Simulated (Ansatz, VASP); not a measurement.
MoSe: VASP beside Ansatz

Contents of INCAR:

```
SYSTEM = MoSe
PREC = Accurate
ENCUT = 520
EDIFF = 1E-6
ISMEAR = 0
SIGMA = 0.05
LREAL = .FALSE.
LASPH = .TRUE.
NELM = 150
ALGO = Normal
ISIF = 2
LWAVE = .FALSE.
LCHARG = .FALSE.
ISPIN = 2
MAGMOM = 2.24 -2.24 0 0
LORBIT = 11
LMAXMIX = 4
GGA = PE
NBANDS = 32
```

KPOINTS

```
Automatic mesh
0
G
  12 12 6
  0 0 0
```

Contents of POSCAR:

```
MoSe
1.0
    0.0000000000      2.7361949893      2.6825441073
    5.3373433050      2.7361949894      2.6825441073
    5.3373433049      5.4723899788      0.0000000001
Mo Se
2 2
Direct
    0.5000000000      0.5000000000      0.0000000000
    0.5000000000      0.5000000000      0.5000000000
    0.0000000000      0.0000000000      0.0000000000
    0.0000000000      0.0000000000      0.5000000000
```

Input for Ansatz:

```yaml
crystal:
  lattice:
    - [0.0, 2.7361949893, 2.6825441073]
    - [5.337343305, 2.7361949894, 2.6825441073]
    - [5.3373433049, 5.4723899788, 1.0e-10]
  atoms:
    - { symbol: Mo, position: [0.5, 0.5, 0.0], spin: 2.24 }
    - { symbol: Se, position: [0.0, 0.0, 0.0] }
    - { symbol: Mo, position: [0.5, 0.5, 0.5], spin: -2.24 }
    - { symbol: Se, position: [0.0, 0.0, 0.5] }
basis:
  ecutwfc: 420
  ecutrho_ratio: 4
kpoints:
  mp_grid: { grid: [12, 12, 6] }
hamiltonian:
  xc: pbe
scf:
  occupations: { method: gaussian, width: 0.05 }
output:
  forces: true
  stress: true
  eigenvalues: true
  populations: true
magnetization:
  spin_polarized: true
```

Change from the starting cell: strain e2 = +0.02, atoms carried along.

Alike in both runs: task single point; functional PBE; k mesh 12 × 12 × 6; occupations gaussian, width 0.05 eV; collinear spin.

|  | VASP | Ansatz |
| --- | --- | --- |
| version | VASP 6.6.1 | Ansatz 0.2.0 |
| potentials or method | VASP PAW PBE potentials, release 64 (Mo_sv, Se), cutoff 520 eV | scalar-relativistic, plane waves, PAW |
| valence electrons in the cell | 40 | 60 |

VASP gave:

* gap on the k mesh at the Fermi level (eV): none
* pressure (GPa): -1.4
* net moment per atom (μB): 0.00
* size of the moment on the site where the two differ most (μB): 2.37

**Question.** Which values does Ansatz return?

**Answer.** gap on the k mesh at the Fermi level (eV): none; pressure (GPa): -1.5; net moment per atom (μB): 0.00; size of the moment on the site where the two differ most (μB): 2.10.

Site moments also hang on the region over which each program counts them. A gap of «none» marks a metal or a gap that the smearing closes. VASP's potentials hold 40 valence electrons a cell and Ansatz's 60, so a difference there can come from the potentials and not from the codes.
